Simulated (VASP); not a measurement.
# Al (Pm) in VASP: single point with r2SCAN

Aim: the single point of Al with r2SCAN.

Program: VASP 6.6.1. These are calculated values, not measurements. Logs are shortened: lines on timing, memory, paths and dates and some standing lists are left out, and cuts for length are marked.

### Step 1. The cell of the first run

The structure is monoclinic, space group Pm (No. 6). The conventional cell has a = 2.822 Å, b = 9.262 Å, c = 2.822 Å, α = 90.00°, β = 120.00°, γ = 90.00°. Within 3.6 Å of Al (site symmetry 1) lie 12 Al at 2.77 to 2.90 Å. Al (site symmetry m) has 12 Al at 2.77 to 2.90 Å within 3.6 Å. Al (site symmetry m) has 12 Al at 2.82 to 2.83 Å within 3.7 Å.

### Step 2. Single point, r2SCAN (atom 2 (Al) moved +0.133 Å towards its neighbour atom 2 (Al) at 2.822 Å)

The input, POSCAR:

```
Al
1.0
    2.8221979695      0.0000000000      0.0000000000
   -1.4110989848      2.4440951361      0.0000000000
    0.0000000000      0.0000000000      9.2620593401
Al
4
Direct
    0.0000000000      0.0000000000      0.0000000000
    0.2861006440      0.6194339773      0.2500000000
    0.0000000000      0.0000000000      0.5000000000
    0.6666666667      0.3333333333      0.7500000000
```

The input, INCAR.step1:

```
SYSTEM = Al
  PREC = Accurate
  ENCUT = 520
  ISMEAR = 0
  SIGMA = 0.15
  LREAL = .False.
  LASPH = .True.
  NELM = 60
  NBANDS = 14
  GGA = PE
  ALGO = Normal
  EDIFF = 1E-4
  LWAVE = .True.
  LCHARG = .False.
```

The input, INCAR.step2:

```
SYSTEM = Al
  PREC = Accurate
  ENCUT = 520
  EDIFF = 1E-7
  ISMEAR = 0
  SIGMA = 0.15
  LREAL = .False.
  LASPH = .True.
  NELM = 60
  ALGO = Normal
  ISIF = 2
  LWAVE = .False.
  LCHARG = .True.
  METAGGA = R2SCAN
  LMIXTAU = .True.
  LELF = .True.
  LVHAR = .True.
  NBANDS = 14
  ISTART = 1
```

The input, KPOINTS:

```
regular mesh
0
Gamma
  18 18 6
  0 0 0
```

Potentials or basis: VASP PAW PBE potentials, release 64 (Al).

Launch:

```bash
$ cat potpaw_PBE.64/Al/POTCAR > POTCAR
$ cp INCAR.step1 INCAR
$ mpirun -np 1 vasp_std > vasp.out
$ cp INCAR.step2 INCAR
$ mpirun -np 1 vasp_std > vasp.out
```

OUTCAR:

```text
SYSTEM = Al
   PREC = Accurate
   ENCUT = 520
   EDIFF = 1E-7
   ISMEAR = 0
   LREAL = .False.
   LASPH = .True.
   NELM = 60
   ISIF = 2
   METAGGA = R2SCAN
   ISTART = 1

 ion  position               nearest neighbor table
   1  0.000  0.000  0.000-   2 2.77   4 2.83   4 2.83   4 2.83   2 2.83   2 2.90
   2  0.286  0.619  0.250-   1 2.77   3 2.77   1 2.83   3 2.83   1 2.90   3 2.90
   3  0.000  0.000  0.500-   2 2.77   4 2.83   4 2.83   4 2.83   2 2.83   2 2.90
   4  0.667  0.333  0.750-   1 2.83   3 2.83   1 2.83   3 2.83   1 2.83   3 2.83

  LATTYP: Found a hexagonal cell.
 ALAT       =     2.8221979695
 C/A-ratio  =     3.2818602523

  Lattice vectors:

 A1 = (   2.8221979695,   0.0000000000,   0.0000000000)
 A2 = (  -1.4110989848,   2.4440951361,   0.0000000000)
 A3 = (   0.0000000000,   0.0000000000,   9.2620593401)

Analysis of symmetry for initial positions (statically):
=====================================================================
 Subroutine PRICEL returns:
 Original cell was already a primitive cell.

 Routine SETGRP: Setting up the symmetry group for a
 hexagonal supercell.

 Subroutine GETGRP returns: Found  2 space group operations
 (whereof  1 operations were pure point group operations)
 out of a pool of 24 trial point group operations.

The static configuration has the point symmetry C_1 .
 The point group associated with its full space group is C_1h.

Analysis of symmetry for dynamics (positions and initial velocities):
=====================================================================
 Subroutine PRICEL returns:
 Original cell was already a primitive cell.

 Routine SETGRP: Setting up the symmetry group for a
 hexagonal supercell.

 Subroutine GETGRP returns: Found  2 space group operations
 (whereof  1 operations were pure point group operations)
 out of a pool of 24 trial point group operations.

The dynamic configuration has the point symmetry C_1 .
 The point group associated with its full space group is C_1h.

 Subroutine INISYM returns: Found  2 space group operations
 (whereof  1 operations are pure point group operations),
 and found     1 'primitive' translations

----------------------------------------------------------------------------------------

                                     Primitive cell

  volume of cell :      63.8871

  direct lattice vectors                    reciprocal lattice vectors
     2.822197969  0.000000000  0.000000000     0.354333754  0.204574688  0.000000000
    -1.411098985  2.444095136  0.000000000     0.000000000  0.409149376  0.000000000
     0.000000000  0.000000000  9.262059340     0.000000000  0.000000000  0.107967350

  length of vectors
     2.822197969  2.822197970  9.262059340     0.409149376  0.409149376  0.107967350

  position of ions in fractional coordinates (direct lattice)
     0.000000000  0.000000000  0.000000000
     0.286100644  0.619433977  0.250000000
     0.000000000  0.000000000  0.500000000
     0.666666667  0.333333333  0.750000000

  ion indices of the primitive-cell ions
   primitive index   ion index
                 1           1
                 2           2
                 3           3
                 4           4

----------------------------------------------------------------------------------------

 KPOINTS: regular mesh

Automatic generation of k-mesh.
 Grid dimensions read from file:
 generate k-points for:   18   18    6

 Generating k-lattice:

  Cartesian coordinates                     Fractional coordinates (reciprocal lattice)
     0.019685209  0.011365260  0.000000000     0.055555556  0.000000000  0.000000000
     0.000000000  0.022730521  0.000000000     0.000000000  0.055555556  0.000000000
     0.000000000  0.000000000  0.017994558     0.000000000  0.000000000  0.166666667

  Length of vectors
     0.022730521  0.022730521  0.017994558

  Shift w.r.t. Gamma in fractional coordinates (k-lattice)
     0.000000000  0.000000000  0.000000000

 Subroutine IBZKPT returns following result:
 ===========================================

 Found    656 irreducible k-points:

 Following reciprocal coordinates:
            Coordinates               Weight
  0.000000  0.000000  0.000000      1.000000
  0.055556  0.000000  0.000000      2.000000
  0.000000  0.055556  0.000000      2.000000
 -0.055556  0.055556  0.000000      2.000000
  0.111111  0.000000  0.000000      2.000000
  0.000000  0.111111  0.000000      2.000000
[... 16 lines left out ...]
  0.444444  0.000000  0.000000      2.000000
  0.000000  0.444444  0.000000      2.000000
 [... further k-points ...]
   k-points           NKPTS =    656   k-points in BZ     NKDIM =    656   number of bands    NBANDS=     14
   number of dos      NEDOS =    301   number of ions     NIONS =      4
   total plane-waves  NPLWV =  40320
   dimension x,y,z NGX =    24 NGY =   24 NGZ =   70
   dimension x,y,z NGXF=    48 NGYF=   48 NGZF=  140
   ions per type =               4
   NGX,Y,Z   is equivalent  to a cutoff of  14.14, 14.14, 12.56 a.u.
   NGXF,Y,Z  is equivalent  to a cutoff of  28.28, 28.28, 25.13 a.u.
 SYSTEM =  Al
   PREC   = accura    normal or accurate (medium, high low for compatibility)
   ISTART =      1    job   : 0-new  1-cont  2-samecut
   ICHARG =      0    charge: 1-file 2-atom 10-const
   ISPIN  =      1    spin polarized calculation?
   LNONCOLLINEAR =      F non collinear calculations
   LSORBIT =      F    spin-orbit coupling
   LASPH  =      T    aspherical Exc in radial PAW
   ENCUT  =  520.0 eV  38.22 Ry    6.18 a.u.   5.25  5.25 17.22*2*pi/ulx,y,z
   NELM   =     60;   NELMIN=  2; NELMDL=  0     # of ELM steps
   EDIFF  = 0.1E-06   stopping-criterion for ELM
   LREAL  =      F    real-space projection
   EDIFFG = 0.1E-05   stopping-criterion for IOM
   NSW    =      0    number of steps for IOM
   IBRION =     -1    ionic relax: 0-MD 1-quasi-New 2-CG
   NFREE  =      0    steps in history (QN), initial steepest desc. (CG)
   ISIF   =      2    stress and relaxation
   ISYM   =      2    0-nonsym 1-usesym 2-fastsym
   POTIM  = 0.5000    time-step for ionic-motion
   TEBEG  =    0.0;   TEEND  =   0.0 temperature during run
   PSTRESS=    0.0 pullay stress
   NELECT =      12.0000    total number of electrons
   NUPDOWN=      -1.0000    fix difference up-down
   EMIN   =  10.00;   EMAX   =-10.00  energy-range for DOS
   EFERMI =   0.00;   METHOD = LEGACY
   ISMEAR =     0;   SIGMA  =   0.15  broadening in eV -4-tet -1-fermi 0-gaus
   EFERMI_NEDOS =   21; number of points for ismear=-14 and -15
   IALGO  =     38    algorithm
   IMIX   =      4    mixing-type and parameters
     AMIX     =   0.40;   BMIX     =  1.00
     AMIX_MAG =   1.60;   BMIX_MAG =  1.00
  volume/ion in A,a.u.               =      15.97       107.78
  Fermi-wavevector in a.u.,A,eV,Ry     =   0.937557  1.771725 11.959692  0.879013
  Thomas-Fermi vector in A             =   2.064680
   LORBIT       =      0    0 simple, 1 ext, 2 COOP (PROOUT), +10 PAW based schemes
   METAGGA = R2SCAN    functional components
   LHFCALC =     F    Hartree Fock is set to
   AEXX    =    0.0000 exact exchange contribution
   IVDW    =     0    specifies the selected vdW correction
   LEPSILON=     F    determine dielectric tensor
   LRPA    =     F    only Hartree local field effects (RPA)
 non-spin polarized calculation
 Gauss-broadening in eV      SIGMA  =   0.15
  energy-cutoff  :      520.00
  volume of cell :       63.89
 maximum number of plane-waves:      1736
 NGX is ok and might be reduce to    24
   NGX = 11   NGY = 11   NGZ = 35

 number of electron      12.0000000 magnetization

 Free energy of the ion-electron system (eV)
  ---------------------------------------------------
  ext. energy  EPLUGINS =         0.00000000
  ---------------------------------------------------
  free energy    TOTEN  =       -26.88630179 eV

  energy without entropy =      -26.86918215  energy(sigma->0) =      -26.87774197

 E-fermi :   8.3471     XC(G=0): -11.0317

 val. band max:        8.3401232280   @ k =   0.4444   0.3889   0.1667
 cond. band min:       8.3485610022   @ k =  -0.1667   0.3889   0.3333
 fundamental gap:      0.0084377742
 Fermi energy:         8.3471195490

 k-point     1 :       0.0000    0.0000    0.0000
  band No.  band energies     occupation
      1      -3.7159      2.00000
      2      -1.8961      2.00000
      3      -1.8916      2.00000
      4       3.1941      2.00000
      5       3.7174      2.00000
      6      11.9908      0.00000
      7      11.9922      0.00000
      8      20.0901      0.00000
      9      20.1232      0.00000
     10      20.1983      0.00000
     11      20.2226      0.00000
     12      21.0839      0.00000
     13      21.1660      0.00000
     14      21.2507      0.00000

 k-point     2 :       0.0556    0.0000    0.0000
  band No.  band energies     occupation
      1      -3.6347      2.00000
      2      -1.8159      2.00000
      3      -1.8114      2.00000
      4       3.2697      2.00000
      5       3.7957      2.00000
      6      12.0534      0.00000
      7      12.0579      0.00000
      8      18.3102      0.00000
      9      18.9850      0.00000
     10      19.6806      0.00000
     11      19.7984      0.00000
     12      20.3293      0.00000
     13      20.4784      0.00000
     14      20.4966      0.00000
[... 343 lines left out ...]
      1       1.3877      2.00000
      2       3.1076      2.00000
      3       3.1182      2.00000
      4       4.1681      2.00000
      5       5.9545      2.00000
      6       5.9603      2.00000
      7       8.0891      1.98502
      8       8.8514      0.00000
      9      10.8459      0.00000
     10      11.3803      0.00000
     11      14.6523      0.00000
     12      15.6436      0.00000
     13      16.1031      0.00000
     14      16.2070      0.00000

 k-point    24 :       0.0000    0.4444    0.0000
  band No.  band energies     occupation
      1       1.3852      2.00000
      2       3.0988      2.00000
      3       3.1060      2.00000
      4       4.1502      2.00000
      5       5.9997      2.00000
      6       6.0042      2.00000
      7       8.0785      1.98867
      8       8.8857      0.00000
      9      10.8042      0.00000
     10      11.3959      0.00000
     11      14.6639      0.00000
     12      15.4700      0.00000
     13      16.0617      0.00000
     14      16.2214      0.00000

 [... further k-points ...]

------------------------ aborting loop because EDIFF is reached ----------------------------------------

  FORCE on cell =-STRESS in cart. coord.  units (eV):
  Direction    XX          YY          ZZ          XY          YZ          ZX
  --------------------------------------------------------------------------------------
  -------------------------------------------------------------------------------------
  Total       -0.1708200     -0.0639459     -0.0429237     -0.0376905      0.0000000      0.0000000
  in kB       -4.2838680     -1.6036524     -1.0764530     -0.9452119      0.0000000      0.0000000
  external PRESSURE =      -2.3213245 kB  Pullay stress =       0.0000000 kB

 VOLUME and BASIS-vectors are now :
 -----------------------------------------------------------------------------
  energy-cutoff  :      520.00
  volume of cell :       63.89
      direct lattice vectors                 reciprocal lattice vectors
     2.822197969  0.000000000  0.000000000     0.354333754  0.204574688  0.000000000
    -1.411098985  2.444095136  0.000000000     0.000000000  0.409149376  0.000000000
     0.000000000  0.000000000  9.262059340     0.000000000  0.000000000  0.107967350

 POSITION                                       TOTAL-FORCE (eV/Angst)
 -----------------------------------------------------------------------------------
      0.00000      0.00000      0.00000        -0.031614     -0.082058     -0.019523
     -0.06665      1.51396      2.31551         0.073098      0.177503      0.000000
      0.00000      0.00000      4.63103        -0.031614     -0.082058      0.019523
      1.41110      0.81470      6.94654        -0.009869     -0.013386      0.000000
 -----------------------------------------------------------------------------------
    total drift:                               -0.000068     -0.000283     -0.000000

  FREE ENERGIE OF THE ION-ELECTRON SYSTEM (eV)
  ---------------------------------------------------
  free  energy   TOTEN  =       -26.8863017903 eV

  energy  without entropy=      -26.8691821543  energy(sigma->0) =      -26.87774197
```

It took 38 min on 1 thread of Intel Xeon 8259CL, shared host; peak memory 0.53 GiB.

Results:

```
Free energy            : -26.8863 eV
Pressure               : -0.2 GPa
Largest force          : 0.192 eV/Å
Band gap on the k mesh : zero (bands 6 and 7 overlap by 5.85 eV)
```

Forces on the atoms (eV/Å):
```
Al  -0.032 -0.082 -0.020
Al   0.073  0.178  0.000
Al  -0.032 -0.082  0.020
Al  -0.010 -0.013  0.000
```

Levels at points of the mesh, in eV from the Fermi level:
| k point | band 2 | band 3 | band 4 | band 5 | band 6 | band 7 | band 8 | band 9 | band 10 | band 11 |
| --- | --- | --- | --- | --- | --- | --- | --- | --- | --- | --- |
| (0.00, 0.00, 0.00) | -10.24 | -10.24 | -5.15 | -4.63 | 3.64 | 3.65 | 11.74 | 11.78 | 11.85 | 11.88 |
| (0.50, 0.00, 0.00) | -5.63 | -4.25 | -4.24 | -3.50 | -3.48 | 0.76 | 1.31 | 1.45 | 1.93 | 6.24 |
| (0.00, 0.50, 0.00) | -5.64 | -4.30 | -4.30 | -3.41 | -3.40 | 0.85 | 1.17 | 1.57 | 1.86 | 6.25 |
| (0.50, 0.50, 0.00) | -5.64 | -4.28 | -4.27 | -3.45 | -3.44 | 0.82 | 1.23 | 1.52 | 1.89 | 6.25 |
| (0.00, 0.00, 0.50) | -11.60 | -8.00 | -8.00 | -0.99 | -0.98 | 8.85 | 8.87 | 12.09 | 12.10 | 12.12 |
| (0.50, 0.00, 0.50) | -5.28 | -5.14 | -5.14 | -2.04 | -2.03 | -1.26 | -1.24 | 4.92 | 4.94 | 4.99 |
| (0.00, 0.50, 0.50) | -5.28 | -5.16 | -5.16 | -1.94 | -1.94 | -1.30 | -1.28 | 4.91 | 4.97 | 4.99 |
| (0.50, 0.50, 0.50) | -5.29 | -5.15 | -5.15 | -1.99 | -1.99 | -1.26 | -1.26 | 4.94 | 4.96 | 4.99 |

Caveat: the cell differs from its parent crystal (atom 2 (Al) moved +0.133 Å towards its neighbour atom 2 (Al) at 2.822 Å); the PAW data sets were made with another functional, which shifts forces and pressure a little.
